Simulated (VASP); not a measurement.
Input of a VASP 6.6.1 run:

INCAR

```
PREC     = Accurate       # precision mode
ENCUT    = 520            # plane-wave cutoff, eV
EDIFF    = 1E-8           # SCF threshold, eV
ISMEAR   = -1             # smearing method
SIGMA    = 0.08           # smearing width, eV
LREAL    = False          # projectors in reciprocal space
LASPH    = True           # aspherical terms in the spheres
NELM     = 100            # most SCF steps
ALGO     = Normal         # electronic algorithm
ISIF     = 2              # what is computed and relaxed
LWAVE    = False          # write WAVECAR
LCHARG   = False          # write CHGCAR
GGA      = PE             # functional
LEFG     = True         
NBANDS   = 16             # bands
```

The input KPOINTS:

```
Automatic mesh
0
Gamma
  3 3 3
```

The input POSCAR:

```
CdSe
1.0
    0.0000000000      3.0980507512      3.0980507512
    3.0980507512      0.0000000000      3.0980507512
    3.0980507512      3.0980507512      0.0000000000
Cd Se
1 1
Direct
    0.0000000000      0.0000000000      0.0000000000
    0.2500000000      0.2500000000      0.2500000000
```

Potentials or basis: VASP PAW PBE potentials, release 64 (Cd, Se).

The run is started by

```sh
$ cat potpaw_PBE.64/Cd/POTCAR potpaw_PBE.64/Se/POTCAR > POTCAR
$ mpirun -np 1 vasp_std > vasp.out
```

(1) Estimate the pressure.

(2) Predict the band gap on the k mesh.

## Answers

(1) 1.0 GPa.

(2) 0.45 eV.

Caveat: the k points lie up to 0.59 Å⁻¹ apart.
